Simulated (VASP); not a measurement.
A run of VASP 6.6.1:

POSCAR

```
NaI
1.0
    0.0000000000      3.5431916810      3.5431916810
    3.5431916810      0.0000000000      3.5431916810
    3.5431916810      3.5431916810      0.0000000000
Na I
1 1
Direct
    0.0000000000      0.0000000000      0.0000000000
    0.2500000000      0.2500000000      0.2500000000
```

INCAR.step1

```
SYSTEM = NaI
PREC = Accurate
ENCUT = 520
ISMEAR = 0
SIGMA = 0.01
LREAL = .FALSE.
LASPH = .TRUE.
NELM = 100
NBANDS = 14
GGA = PE
ALGO = Normal
EDIFF = 1E-4
LWAVE = .TRUE.
LCHARG = .FALSE.
```

The input INCAR.step2:

```
SYSTEM = NaI
PREC = Accurate
ENCUT = 520
EDIFF = 1E-7
ISMEAR = 0
SIGMA = 0.01
LREAL = .FALSE.
LASPH = .TRUE.
NELM = 100
ALGO = Normal
ISIF = 2
LWAVE = .FALSE.
LCHARG = .FALSE.
METAGGA = R2SCAN
LMIXTAU = .TRUE.
NBANDS = 14
ISTART = 1
```

KPOINTS

```
Automatic mesh
0
G
  4 4 4
  0 0 0
```

Potentials or basis: VASP PAW PBE potentials, release 64 (Na_pv, I).

Run with:

```sh
$ cat potpaw_PBE.64/Na_pv/POTCAR potpaw_PBE.64/I/POTCAR > POTCAR
$ cp INCAR.step1 INCAR
$ mpirun -np 1 vasp_std > vasp.out
$ cp INCAR.step2 INCAR
$ mpirun -np 1 vasp_std > vasp.out
```

Hardware: 1 thread of Intel(R) Xeon(R) Platinum 8259CL CPU @ 2.50GHz (Skylake/Cascade Lake) (shared host).

**Question.** How long does it take, and how much memory?

**Answer.** Wall time 57 s on 1 thread of Intel(R) Xeon(R) Platinum 8259CL CPU @ 2.50GHz (Skylake/Cascade Lake), on a shared host, peak memory 0.25 GiB. Counts: k points 8.
